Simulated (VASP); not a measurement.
**Mg2ZnS3: single point with PBE**

Crystal: Mg2ZnS3.

```
CELL_PARAMETERS angstrom
5.01468 0.00000 0.00000
-2.50734 4.34284 0.00000
0.00000 0.00000 8.65686
ATOMIC_POSITIONS crystal
Mg 0.00000 0.00000 0.44278
Mg 0.00000 0.00000 0.09809
Zn 0.00000 0.00000 0.74816
S 0.58777 0.00000 0.92447
S 0.00000 0.58777 0.92447
S 0.41223 0.41223 0.92447
```

```json
{
 "Program": "VASP 6.6.1",
 "Task": "single point",
 "Functional": "PBE",
 "Potentials or basis": "VASP PAW PBE potentials, release 64 (Mg, Zn, S)",
 "Cutoff": "520 eV",
 "k mesh": "12 × 12 × 6",
 "Occupations": "gaussian, width 0.1 eV",
 "Spin": "no spin polarisation"
}
```

- Pressure: -0.1 GPa
- Largest force: 0.013 eV/Å
- Band gap on the k mesh: zero (band 17 reaches 1.53 eV, above the bottom of band 18 at 0.89 eV)

Forces in eV/Å, atoms in the order of the input:
```
Mg   0.000  0.000 -0.005
Mg   0.000  0.000 -0.013
Zn   0.000  0.000 -0.002
S   -0.003  0.000  0.007
S    0.001 -0.002  0.007
S    0.001  0.002  0.007
```

Levels at points of the mesh, in eV from the Fermi level:
```tsv
k point	band 13	band 14	band 15	band 16	band 17	band 18	band 19	band 20	band 21	band 22
(0.00, 0.00, 0.00)	-3.73	-2.71	-1.40	-1.40	-0.30	2.28	2.85	2.85	3.75	3.75
(0.50, 0.00, 0.00)	-2.93	-2.25	-1.93	-1.52	-0.71	0.10	0.47	1.66	2.93	3.07
(0.00, 0.00, 0.50)	-3.59	-2.49	-1.40	-1.40	-0.99	2.77	2.85	2.85	3.37	3.37
(0.50, 0.00, 0.50)	-2.92	-2.10	-1.65	-1.49	-0.71	-0.37	0.89	1.46	2.39	2.74
```

It took 8 min on 1 thread of Intel Xeon 6975P-C, on a shared host, peak memory 0.65 GiB.
